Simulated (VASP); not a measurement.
**Sc2Al: single point with r2SCAN**

The system is Sc2Al.

```
CELL_PARAMETERS angstrom
4.89261 0.00000 0.00000
-2.44631 4.23713 0.00000
0.00000 0.00000 6.16142
ATOMIC_POSITIONS crystal
Sc 0.00000 0.00000 0.00000
Sc 0.00000 0.00000 0.50000
Sc 0.33333 0.66667 0.75000
Sc 0.66667 0.33333 0.25000
Al 0.33333 0.66667 0.25000
Al 0.66667 0.33333 0.75000
```

```
Program             : VASP 6.6.1
Task                : single point
Functional          : r2SCAN
Potentials or basis : VASP PAW PBE potentials, release 64 (Sc_sv, Al)
Cutoff              : 520 eV
k mesh              : 12 × 12 × 6
Occupations         : gaussian, width 0.01 eV
Spin                : no spin polarisation
```

* Pressure: 0.1 GPa
* Band gap on the k mesh: zero (bands 25 and 26 overlap by 0.73 eV)

Levels at points of the mesh, in eV from the Fermi level:
```csv
k point,band 22,band 23,band 24,band 25,band 26,band 27,band 28,band 29
"(0.00, 0.00, 0.00)",-0.80,-0.80,-0.69,-0.38,-0.38,-0.08,-0.08,1.93
"(0.50, 0.00, 0.00)",-1.29,-1.19,-1.13,-0.80,0.20,0.43,0.96,1.14
"(0.00, 0.00, 0.50)",-1.66,-1.21,-1.21,0.10,0.10,0.10,0.10,1.59
"(0.50, 0.00, 0.50)",-1.28,-1.09,-1.09,0.19,0.19,0.56,0.56,1.24
```

It took 17 min on 1 thread of Intel(R) Xeon(R) Platinum 8259CL CPU @ 2.50GHz (Skylake/Cascade Lake), with other jobs on the host, peak memory 0.43 GiB.

Caveat: the PAW data sets were made with another functional, which shifts forces and pressure a little.
